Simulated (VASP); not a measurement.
# HgOs3 (Pm-3m) in VASP: single point with PBE

Aim: the single point of HgOs3 with PBE.

Program: VASP 6.6.1. These are calculated values, not measurements. Logs are shortened: lines on timing, memory, paths and dates and some standing lists are left out, and cuts for length are marked.

### Step 1. The cell of the first run

Symmetry: Pm-3m, No. 221, cubic system. Conventional cell: a = 3.972 Å, b = 3.972 Å, c = 3.972 Å, α = 90.00°, β = 90.00°, γ = 90.00°. Hg (site symmetry m-3m) has 12 Os at 2.81 Å within 3.7 Å. Within 3.7 Å of Os (site symmetry 4/mmm) lie 4 Hg at 2.81 Å and 8 Os at 2.81 Å.

### Step 2. Single point, PBE

Contents of INCAR:

```
PREC     = Accurate       # precision mode
ENCUT    = 560            # plane-wave cutoff, eV
EDIFF    = 1E-6           # SCF threshold, eV
ISMEAR   = 0              # smearing method
SIGMA    = 0.1            # smearing width, eV
LREAL    = False          # projectors in reciprocal space
LASPH    = True           # aspherical terms in the spheres
NELM     = 120            # most SCF steps
ALGO     = Normal         # electronic algorithm
ISIF     = 2              # what is computed and relaxed
LWAVE    = False          # write WAVECAR
LCHARG   = True           # write CHGCAR
GGA      = PE             # functional
LELF     = True           # ELF
LVHAR    = True         
NBANDS   = 42             # bands
GGA_COMPAT= False
```

Contents of KPOINTS:

```
Automatic mesh
0
Gamma
  12 12 12
```

Contents of POSCAR:

```
HgOs3
1.0
    3.9715950689      0.0000000000      0.0000000000
    0.0000000000      3.9715950689      0.0000000000
    0.0000000000      0.0000000000      3.9715950689
Hg Os
1 3
Direct
    0.0000000000      0.0000000000      0.0000000000
    0.0000000000      0.5000000000      0.5000000000
    0.5000000000      0.0000000000      0.5000000000
    0.5000000000      0.5000000000      0.0000000000
```

Potentials or basis: VASP PAW PBE potentials, release 64 (Hg_sv_GW, Os_sv_GW).

Run with:

```console
$ cat potpaw_PBE.64/Hg_sv_GW/POTCAR potpaw_PBE.64/Os_sv_GW/POTCAR > POTCAR
$ mpirun -np 1 vasp_std > vasp.out
```

OUTCAR:

```text
PREC = Accurate
   ENCUT = 560
   EDIFF = 1E-6
   ISMEAR = 0
   LREAL = False
   LASPH = True
   NELM = 120
   ISIF = 2
   GGA = PE

 ion  position               nearest neighbor table
   1  0.000  0.000  0.000-   2 2.81   3 2.81   4 2.81   2 2.81   3 2.81   2 2.81   4 2.81   2 2.81
                             3 2.81   4 2.81   3 2.81   4 2.81
   2  0.000  0.500  0.500-   1 2.81   3 2.81   4 2.81   1 2.81   4 2.81   1 2.81   3 2.81   1 2.81
                             3 2.81   4 2.81   4 2.81   3 2.81
   3  0.500  0.000  0.500-   1 2.81   2 2.81   4 2.81   1 2.81   4 2.81   2 2.81   4 2.81   4 2.81
                             1 2.81   2 2.81   1 2.81   2 2.81
   4  0.500  0.500  0.000-   1 2.81   2 2.81   3 2.81   2 2.81   3 2.81   1 2.81   3 2.81   3 2.81
                             1 2.81   2 2.81   2 2.81   1 2.81

  LATTYP: Found a simple cubic cell.
 ALAT       =     3.9715950689

  Lattice vectors:

 A1 = (   3.9715950689,   0.0000000000,   0.0000000000)
 A2 = (   0.0000000000,   3.9715950689,   0.0000000000)
 A3 = (   0.0000000000,   0.0000000000,   3.9715950689)

Analysis of symmetry for initial positions (statically):
=====================================================================
 Subroutine PRICEL returns:
 Original cell was already a primitive cell.

 Routine SETGRP: Setting up the symmetry group for a
 simple cubic supercell.

 Subroutine GETGRP returns: Found 48 space group operations
 (whereof 48 operations were pure point group operations)
 out of a pool of 48 trial point group operations.

The static configuration has the point symmetry O_h .

Analysis of symmetry for dynamics (positions and initial velocities):
=====================================================================
 Subroutine PRICEL returns:
 Original cell was already a primitive cell.

 Routine SETGRP: Setting up the symmetry group for a
 simple cubic supercell.

 Subroutine GETGRP returns: Found 48 space group operations
 (whereof 48 operations were pure point group operations)
 out of a pool of 48 trial point group operations.

The dynamic configuration has the point symmetry O_h .

 Subroutine INISYM returns: Found 48 space group operations
 (whereof 48 operations are pure point group operations),
 and found     1 'primitive' translations

----------------------------------------------------------------------------------------

                                     Primitive cell

  volume of cell :      62.6462

  direct lattice vectors                    reciprocal lattice vectors
     3.971595069  0.000000000  0.000000000     0.251788005  0.000000000  0.000000000
     0.000000000  3.971595069  0.000000000     0.000000000  0.251788005  0.000000000
     0.000000000  0.000000000  3.971595069     0.000000000  0.000000000  0.251788005

  length of vectors
     3.971595069  3.971595069  3.971595069     0.251788005  0.251788005  0.251788005

  position of ions in fractional coordinates (direct lattice)
     0.000000000  0.000000000  0.000000000
     0.000000000  0.500000000  0.500000000
     0.500000000  0.000000000  0.500000000
     0.500000000  0.500000000  0.000000000

  ion indices of the primitive-cell ions
   primitive index   ion index
                 1           1
                 2           2
                 3           3
                 4           4

----------------------------------------------------------------------------------------

 KPOINTS: Automatic mesh

Automatic generation of k-mesh.
 Grid dimensions read from file:
 generate k-points for:   12   12   12

 Generating k-lattice:

  Cartesian coordinates                     Fractional coordinates (reciprocal lattice)
     0.020982334  0.000000000  0.000000000     0.083333333  0.000000000  0.000000000
     0.000000000  0.020982334  0.000000000     0.000000000  0.083333333  0.000000000
     0.000000000  0.000000000  0.020982334     0.000000000  0.000000000  0.083333333

  Length of vectors
     0.020982334  0.020982334  0.020982334

  Shift w.r.t. Gamma in fractional coordinates (k-lattice)
     0.000000000  0.000000000  0.000000000

 Subroutine IBZKPT returns following result:
 ===========================================

 Found     84 irreducible k-points:

 Following reciprocal coordinates:
            Coordinates               Weight
  0.000000  0.000000  0.000000      1.000000
  0.083333  0.000000  0.000000      6.000000
  0.166667  0.000000  0.000000      6.000000
  0.250000  0.000000  0.000000      6.000000
  0.333333  0.000000  0.000000      6.000000
  0.416667  0.000000  0.000000      6.000000
[... 16 lines left out ...]
  0.333333  0.333333  0.000000     12.000000
  0.416667  0.333333  0.000000     24.000000
 [... further k-points ...]
   k-points           NKPTS =     84   k-points in BZ     NKDIM =     84   number of bands    NBANDS=     42
   number of dos      NEDOS =    301   number of ions     NIONS =      4
   total plane-waves  NPLWV =  32768
   dimension x,y,z NGX =    32 NGY =   32 NGZ =   32
   dimension x,y,z NGXF=    64 NGYF=   64 NGZF=   64
   ions per type =               1   3
   NGX,Y,Z   is equivalent  to a cutoff of  13.39, 13.39, 13.39 a.u.
   NGXF,Y,Z  is equivalent  to a cutoff of  26.79, 26.79, 26.79 a.u.
 SYSTEM =  unknown system
   PREC   = accura    normal or accurate (medium, high low for compatibility)
   ISTART =      0    job   : 0-new  1-cont  2-samecut
   ICHARG =      2    charge: 1-file 2-atom 10-const
   ISPIN  =      1    spin polarized calculation?
   LNONCOLLINEAR =      F non collinear calculations
   LSORBIT =      F    spin-orbit coupling
   LASPH  =      T    aspherical Exc in radial PAW
   ENCUT  =  560.0 eV  41.16 Ry    6.42 a.u.   7.66  7.66  7.66*2*pi/ulx,y,z
   NELM   =    120;   NELMIN=  2; NELMDL= -5     # of ELM steps
   EDIFF  = 0.1E-05   stopping-criterion for ELM
   LREAL  =      F    real-space projection
   EDIFFG = 0.1E-04   stopping-criterion for IOM
   NSW    =      0    number of steps for IOM
   IBRION =     -1    ionic relax: 0-MD 1-quasi-New 2-CG
   NFREE  =      0    steps in history (QN), initial steepest desc. (CG)
   ISIF   =      2    stress and relaxation
   ISYM   =      2    0-nonsym 1-usesym 2-fastsym
   POTIM  = 0.5000    time-step for ionic-motion
   TEBEG  =    0.0;   TEEND  =   0.0 temperature during run
   PSTRESS=    0.0 pullay stress
   NELECT =      68.0000    total number of electrons
   NUPDOWN=      -1.0000    fix difference up-down
   EMIN   =  10.00;   EMAX   =-10.00  energy-range for DOS
   EFERMI =   0.00;   METHOD = LEGACY
   ISMEAR =     0;   SIGMA  =   0.10  broadening in eV -4-tet -1-fermi 0-gaus
   EFERMI_NEDOS =   21; number of points for ismear=-14 and -15
   IALGO  =     38    algorithm
   IMIX   =      4    mixing-type and parameters
     AMIX     =   0.40;   BMIX     =  1.00
     AMIX_MAG =   1.60;   BMIX_MAG =  1.00
  volume/ion in A,a.u.               =      15.66       105.69
  Fermi-wavevector in a.u.,A,eV,Ry     =   1.682466  3.179399 38.513879  2.830690
  Thomas-Fermi vector in A             =   2.765840
   LORBIT       =      0    0 simple, 1 ext, 2 COOP (PROOUT), +10 PAW based schemes
   GGA     = PE    functional components
   LHFCALC =     F    Hartree Fock is set to
   AEXX    =    0.0000 exact exchange contribution
   IVDW    =     0    specifies the selected vdW correction
   LEPSILON=     F    determine dielectric tensor
   LRPA    =     F    only Hartree local field effects (RPA)
 non-spin polarized calculation
 Gauss-broadening in eV      SIGMA  =   0.10
  energy-cutoff  :      560.00
  volume of cell :       62.65
 maximum number of plane-waves:      1924
 NGX is ok and might be reduce to    32
   NGX = 15   NGY = 15   NGZ = 15

 number of electron      68.0000013 magnetization

 Free energy of the ion-electron system (eV)
  ---------------------------------------------------
  ext. energy  EPLUGINS =         0.00000000
  ---------------------------------------------------
  free energy    TOTEN  =       -33.03573673 eV

  energy without entropy =      -32.98968802  energy(sigma->0) =      -33.01271238

 E-fermi :  11.6888     XC(G=0): -13.9019

 val. band max:       11.6863610538   @ k =   0.2500   0.2500   0.0000
 cond. band min:      11.6902972522   @ k =   0.3333   0.3333   0.1667
 fundamental gap:      0.0039361984
 Fermi energy:        11.6887997435

 k-point     1 :       0.0000    0.0000    0.0000
  band No.  band energies     occupation
      1    -104.3239      2.00000
      2     -74.5473      2.00000
      3     -74.4878      2.00000
      4     -74.4878      2.00000
      5     -52.6507      2.00000
      6     -52.6507      2.00000
[... 34 lines left out ...]
     41      18.6990      0.00000
     42      21.5226      0.00000

 k-point     2 :       0.0833    0.0000    0.0000
  band No.  band energies     occupation
      1    -104.3239      2.00000
      2     -74.5472      2.00000
      3     -74.4887      2.00000
      4     -74.4878      2.00000
      5     -52.6508      2.00000
      6     -52.6508      2.00000
[... 34 lines left out ...]
     41      18.6936      0.00000
     42      21.0751      0.00000

 k-point     3 :       0.1667    0.0000    0.0000
  band No.  band energies     occupation
      1    -104.3239      2.00000
      2     -74.5447      2.00000
      3     -74.4912      2.00000
      4     -74.4877      2.00000
      5     -52.6508      2.00000
      6     -52.6507      2.00000
[... 34 lines left out ...]
     41      18.2668      0.00000
     42      21.5948      0.00000

 k-point     4 :       0.2500    0.0000    0.0000
  band No.  band energies     occupation
      1    -104.3239      2.00000
      2     -74.5405      2.00000
      3     -74.4953      2.00000
      4     -74.4878      2.00000
      5     -52.6510      2.00000
      6     -52.6507      2.00000
[... 844 lines left out ...]
     41      19.6497      0.00000
     42      20.8054      0.00000

 k-point    23 :       0.3333    0.3333    0.0000
  band No.  band energies     occupation
      1    -104.3239      2.00000
      2     -74.5247      2.00000
      3     -74.5026      2.00000
      4     -74.4957      2.00000
      5     -52.6512      2.00000
      6     -52.6510      2.00000
[... 34 lines left out ...]
     41      20.0941      0.00000
     42      20.1077      0.00000

 k-point    24 :       0.4167    0.3333    0.0000
  band No.  band energies     occupation
      1    -104.3239      2.00000
      2     -74.5203      2.00000
      3     -74.5056      2.00000
      4     -74.4973      2.00000
      5     -52.6513      2.00000
      6     -52.6511      2.00000
[... 34 lines left out ...]
     41      19.8678      0.00000
     42      21.0760      0.00000

 [... further k-points ...]
[... 5 lines left out ...]
  --------------------------------------------------------------------------------------
  -------------------------------------------------------------------------------------
  Total       -0.4023758     -0.4023758     -0.4023758     -0.0000000     -0.0000000      0.0000000
  in kB      -10.2907612    -10.2907612    -10.2907612     -0.0000000     -0.0000000      0.0000000
  external PRESSURE =     -10.2907612 kB  Pullay stress =       0.0000000 kB

 VOLUME and BASIS-vectors are now :
 -----------------------------------------------------------------------------
  energy-cutoff  :      560.00
  volume of cell :       62.65
      direct lattice vectors                 reciprocal lattice vectors
     3.971595069  0.000000000  0.000000000     0.251788005  0.000000000  0.000000000
     0.000000000  3.971595069  0.000000000     0.000000000  0.251788005  0.000000000
     0.000000000  0.000000000  3.971595069     0.000000000  0.000000000  0.251788005

 POSITION                                       TOTAL-FORCE (eV/Angst)
 -----------------------------------------------------------------------------------
      0.00000      0.00000      0.00000         0.000000      0.000000      0.000000
      0.00000      1.98580      1.98580         0.000000      0.000000      0.000000
      1.98580      0.00000      1.98580         0.000000      0.000000      0.000000
      1.98580      1.98580      0.00000         0.000000      0.000000      0.000000
 -----------------------------------------------------------------------------------
    total drift:                                0.000000     -0.000000     -0.000000

  FREE ENERGIE OF THE ION-ELECTRON SYSTEM (eV)
  ---------------------------------------------------
  free  energy   TOTEN  =       -33.0357367336 eV

  energy  without entropy=      -32.9896880215  energy(sigma->0) =      -33.01271238
```

Run time: 93 s. Hardware: 1 thread of Intel Xeon 6975P-C (Granite Rapids), shared host; peak memory 0.36 GiB.

Results:

* Free energy: -33.0357 eV
* Pressure: -1.0 GPa
* Band gap on the k mesh: zero (bands 34 and 35 overlap by 1.75 eV)

Levels at points of the mesh, in eV from the Fermi level:
```tsv
k point	band 32	band 33	band 34	band 35	band 36	band 37
(0.00, 0.00, 0.00)	0.96	0.96	1.02	1.02	1.02	2.04
(0.50, 0.00, 0.00)	-1.26	-0.75	-0.75	-0.73	-0.32	0.96
(0.50, 0.50, 0.00)	-1.25	-1.25	-1.25	-0.15	-0.13	0.46
(0.50, 0.50, 0.50)	-0.28	-0.23	-0.23	-0.23	0.42	0.42
```

Caveat: spin-orbit coupling is left out, which moves the levels of the heavy elements.
